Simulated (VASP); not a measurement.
# TmGa3Hg3As2N4 (P3m1) in VASP: single point with PBE

Aim: the single point of TmGa3Hg3As2N4 with PBE.

All numbers are computed with VASP 6.6.1; they aren't measurements. Logs are shortened: lines on timing, memory, paths and dates and some standing lists are left out, and cuts for length are marked.

## (1) The cell of the first run

The structure is trigonal, space group P3m1 (No. 156). The conventional cell has a = 3.687 Å, b = 3.687 Å, c = 20.404 Å, α = 90.00°, β = 90.00°, γ = 120.00°. Within 3.1 Å of Tm (site symmetry 3m) lie 3 N at 2.26 Å and 3 As at 3.07 Å. Within 2.8 Å of Ga (site symmetry 3m) lie 3 N at 2.14 Å. Ga (site symmetry 3m) has 1 N at 1.86 Å and 3 As at 2.49 Å within 2.5 Å. Within 2.5 Å of Ga (site symmetry 3m) lie 1 N at 1.89 Å and 3 As at 2.47 Å. Within 3.4 Å of Hg (site symmetry 3m) lie 4 N at 2.42 to 2.74 Å and 3 Tm at 3.27 Å and 3 Ga at 3.40 Å. Hg (site symmetry 3m) has 3 N at 2.28 Å and 1 As at 2.66 Å within 3.0 Å. Hg (site symmetry 3m) has 4 N at 2.23 to 2.84 Å within 3.0 Å. Within 3.3 Å of As (site symmetry 3m) lie 3 Ga at 2.49 Å and 3 Tm at 3.07 Å.

## (2) Single point, PBE (atoms taken out)

Contents of INCAR:

```
PREC = Accurate ; ENCUT = 600
EDIFF = 1E-6 ; ISMEAR = 0
SIGMA = 0.15 ; LREAL = False
LASPH = True ; NELM = 200
ALGO = Normal ; ISIF = 2
LWAVE = False ; LCHARG = False
GGA = PE ; NBANDS = 69
GGA_COMPAT = False ; LMAXMIX = 6
```

Contents of KPOINTS:

```
regular mesh
0
Gamma
  4 4 1
```

Contents of POSCAR:

```
TmGa3Hg3As2N4
1.0
    3.6874028456      0.0000000027      0.0000000000
   -1.8437014252      3.1933845369      0.0000000000
    0.0000000000      0.0000000000     20.4037311614
Tm Ga Hg As N
1 3 3 2 4
Direct
    0.3333333333      0.6666666667      0.3086614322
    0.0000000000      0.0000000000      0.0572651562
    0.0000000000      0.0000000000      0.4801265977
    0.0000000000      0.0000000000      0.8034460969
    0.6666666667      0.3333333333      0.1869721741
    0.6666666667      0.3333333333      0.6115352396
    0.6666666667      0.3333333333      0.9291520043
    0.6666666667      0.3333333333      0.4172292823
    0.6666666667      0.3333333333      0.7416809037
    0.6666666667      0.3333333333      0.0683325802
    0.0000000000      0.0000000000      0.2715474238
    0.0000000000      0.0000000000      0.5714380773
    0.0000000000      0.0000000000      0.8962505718
```

Potentials or basis: VASP PAW PBE potentials, release 64 (Tm_3, Ga_d, Hg, As, N), 4f in core.

The run is started by

```sh
> cat potpaw_PBE.64/Tm_3/POTCAR potpaw_PBE.64/Ga_d/POTCAR potpaw_PBE.64/Hg/POTCAR potpaw_PBE.64/As/POTCAR potpaw_PBE.64/N/POTCAR > POTCAR
> mpirun -np 1 vasp_std > vasp.out
```

OUTCAR:

```text
PREC = Accurate
   ENCUT = 600
   EDIFF = 1E-6
   ISMEAR = 0
   LREAL = False
   LASPH = True
   NELM = 200
   ISIF = 2
   GGA = PE

 ion  position               nearest neighbor table
   1  0.333  0.667  0.309-  11 2.26  11 2.26  11 2.26   8 3.07   8 3.07   8 3.07   5 3.27   5 3.27
                             5 3.27
   2  0.000  0.000  0.057-  10 2.14  10 2.14  10 2.14   7 3.37   7 3.37   7 3.37   5 3.40   5 3.40
                             5 3.40
   3  0.000  0.000  0.480-  12 1.86   8 2.49   8 2.49   8 2.49
   4  0.000  0.000  0.803-  13 1.89   9 2.47   9 2.47   9 2.47   7 3.33   7 3.33   7 3.33
   5  0.667  0.333  0.187-  10 2.42  11 2.74  11 2.74  11 2.74   1 3.27   1 3.27   1 3.27   2 3.40
                             2 3.40   2 3.40
   6  0.667  0.333  0.612-  12 2.28  12 2.28  12 2.28   9 2.66
   7  0.667  0.333  0.929-  13 2.23  13 2.23  13 2.23   4 3.33   4 3.33   4 3.33   2 3.37   2 3.37
                             2 3.37
   8  0.667  0.333  0.417-   3 2.49   3 2.49   3 2.49   1 3.07   1 3.07   1 3.07
   9  0.667  0.333  0.742-   4 2.47   4 2.47   4 2.47   6 2.66
  10  0.667  0.333  0.068-   2 2.14   2 2.14   2 2.14   5 2.42
  11  0.000  0.000  0.272-   1 2.26   1 2.26   1 2.26   5 2.74   5 2.74   5 2.74
  12  0.000  0.000  0.571-   3 1.86   6 2.28   6 2.28   6 2.28
  13  0.000  0.000  0.896-   4 1.89   7 2.23   7 2.23   7 2.23

  LATTYP: Found a hexagonal cell.
 ALAT       =     3.6874028456
 C/A-ratio  =     5.5333610174

  Lattice vectors:

 A1 = (   3.6874028456,   0.0000000027,   0.0000000000)
 A2 = (  -1.8437014252,   3.1933845369,   0.0000000000)
 A3 = (   0.0000000000,   0.0000000000,  20.4037311614)

Analysis of symmetry for initial positions (statically):
=====================================================================
 Subroutine PRICEL returns:
 Original cell was already a primitive cell.

 Routine SETGRP: Setting up the symmetry group for a
 hexagonal supercell.

 Subroutine GETGRP returns: Found  6 space group operations
 (whereof  6 operations were pure point group operations)
 out of a pool of 24 trial point group operations.

The static configuration has the point symmetry C_3v.

Analysis of symmetry for dynamics (positions and initial velocities):
=====================================================================
 Subroutine PRICEL returns:
 Original cell was already a primitive cell.

 Routine SETGRP: Setting up the symmetry group for a
 hexagonal supercell.

 Subroutine GETGRP returns: Found  6 space group operations
[... 118 lines left out ...]
   EFERMI =   0.00;   METHOD = LEGACY
   ISMEAR =     0;   SIGMA  =   0.15  broadening in eV -4-tet -1-fermi 0-gaus
   EFERMI_NEDOS =   21; number of points for ismear=-14 and -15
   IALGO  =     38    algorithm
   IMIX   =      4    mixing-type and parameters
     AMIX     =   0.40;   BMIX     =  1.00
     AMIX_MAG =   1.60;   BMIX_MAG =  1.00
  volume/ion in A,a.u.               =      18.48       124.72
  Fermi-wavevector in a.u.,A,eV,Ry     =   1.276878  2.412949 22.183167  1.630417
  Thomas-Fermi vector in A             =   2.409509
   LORBIT       =      0    0 simple, 1 ext, 2 COOP (PROOUT), +10 PAW based schemes
   GGA     = PE    functional components
   LHFCALC =     F    Hartree Fock is set to
   AEXX    =    0.0000 exact exchange contribution
   IVDW    =     0    specifies the selected vdW correction
   LEPSILON=     F    determine dielectric tensor
   LRPA    =     F    only Hartree local field effects (RPA)
 non-spin polarized calculation
 Gauss-broadening in eV      SIGMA  =   0.15
  energy-cutoff  :      600.00
  volume of cell :      240.26
 maximum number of plane-waves:      8079
 NGX is ok and might be reduce to    30
   NGX = 15   NGY = 15   NGZ = 81

 number of electron     114.0000011 magnetization

 Free energy of the ion-electron system (eV)
  ---------------------------------------------------
  ext. energy  EPLUGINS =         0.00000000
  ---------------------------------------------------
  free energy    TOTEN  =       -53.50995033 eV

  energy without entropy =      -53.46745695  energy(sigma->0) =      -53.48870364

 E-fermi :   3.5198     XC(G=0): -10.3178

 val. band max:        3.4506600439   @ k =   0.0000   0.0000   0.0000
 cond. band min:       3.6821028324   @ k =   0.2500   0.0000   0.0000
 fundamental gap:      0.2314427885
 Fermi energy:         3.5198272494

 k-point     1 :       0.0000    0.0000    0.0000
  band No.  band energies     occupation
      1     -21.5635      2.00000
      2     -21.1964      2.00000
      3     -21.1964      2.00000
      4     -12.4066      2.00000
      5     -11.9003      2.00000
      6     -11.8551      2.00000
[... 277 lines left out ...]
     68       8.0533      0.00000
     69       8.4269      0.00000

------------------------ aborting loop because EDIFF is reached ----------------------------------------

  FORCE on cell =-STRESS in cart. coord.  units (eV):
  Direction    XX          YY          ZZ          XY          YZ          ZX
  --------------------------------------------------------------------------------------
  -------------------------------------------------------------------------------------
  Total        0.7576216      0.7576216      0.7275760     -0.0000000      0.0000000      0.0000000
  in kB        5.0522118      5.0522118      4.8518521     -0.0000000      0.0000000      0.0000000
  external PRESSURE =       4.9854252 kB  Pullay stress =       0.0000000 kB

 VOLUME and BASIS-vectors are now :
 -----------------------------------------------------------------------------
  energy-cutoff  :      600.00
  volume of cell :      240.26
      direct lattice vectors                 reciprocal lattice vectors
     3.687402846  0.000000003  0.000000000     0.271193586  0.156573690  0.000000000
    -1.843701425  3.193384537  0.000000000    -0.000000000  0.313147380  0.000000000
     0.000000000  0.000000000 20.403731161     0.000000000  0.000000000  0.049010644

 POSITION                                       TOTAL-FORCE (eV/Angst)
 -----------------------------------------------------------------------------------
     -0.00000      2.12892      6.29784        -0.000000      0.000000      0.033829
      0.00000      0.00000      1.16842         0.000000     -0.000000     -0.000554
      0.00000      0.00000      9.79637         0.000000      0.000000     -0.040821
      0.00000      0.00000     16.39330         0.000000      0.000000      0.064217
      1.84370      1.06446      3.81493         0.000000      0.000000      0.017855
      1.84370      1.06446     12.47760         0.000000     -0.000000      0.049191
      1.84370      1.06446     18.95817        -0.000000      0.000000      0.075980
      1.84370      1.06446      8.51303         0.000000      0.000000      0.055958
      1.84370      1.06446     15.13306         0.000000      0.000000     -0.000617
      1.84370      1.06446      1.39424        -0.000000     -0.000000     -0.072975
      0.00000      0.00000      5.54058         0.000000      0.000000     -0.050866
      0.00000      0.00000     11.65947         0.000000      0.000000     -0.019194
      0.00000      0.00000     18.28686         0.000000     -0.000000     -0.112003
 -----------------------------------------------------------------------------------
    total drift:                               -0.000001      0.000001      0.001561

  FREE ENERGIE OF THE ION-ELECTRON SYSTEM (eV)
  ---------------------------------------------------
  free  energy   TOTEN  =       -53.5099503332 eV

  energy  without entropy=      -53.4674569541  energy(sigma->0) =      -53.48870364
```

stdout:

```text
POSCAR found type information on POSCAR TmGaHgAsN
 POSCAR found :  5 types and      13 ions
 scaLAPACK will be used
 LDA part: xc-table for (Slater+PW92), standard interpolation
 POSCAR, INCAR and KPOINTS ok, starting setup
 FFT: planning ... GRIDC
 FFT: planning ... GRID_SOFT
 FFT: planning ... GRID
 WAVECAR not read
 entering main loop
```

Run time: 4.6 min. Hardware: 1 thread of Intel Xeon Platinum 8488C (Sapphire Rapids), shared host; peak memory 0.44 GiB.

Results:

```
Free energy            : -53.5100 eV
Pressure               : 0.5 GPa
Largest force          : 0.112 eV/Å
Band gap on the k mesh : zero (bands 57 and 58 overlap by 0.81 eV)
```

Forces in eV/Å, atoms in the order of the input:
```
Tm   0.000  0.000  0.034
Ga   0.000  0.000 -0.001
Ga   0.000  0.000 -0.041
Ga   0.000  0.000  0.064
Hg   0.000  0.000  0.018
Hg   0.000  0.000  0.049
Hg   0.000  0.000  0.076
As   0.000  0.000  0.056
As   0.000  0.000 -0.001
N    0.000  0.000 -0.073
N    0.000  0.000 -0.051
N    0.000  0.000 -0.019
N    0.000  0.000 -0.112
```

Caveat: the k points lie up to 0.49 Å⁻¹ apart, too coarse for converged energies and pressures of a metal; the cell differs from its parent crystal (atoms taken out); spin-orbit coupling is left out, which moves the levels of the heavy elements; the 4f electrons are frozen in the core, so they carry no moment and show no levels; the run has no spin polarisation, though such a crystal can be magnetic. Spin polarisation is off, so any magnetic state and its effect on volume and gap are missing.

The gap in the log of VASP goes by the Fermi energy; the results here count the filled bands.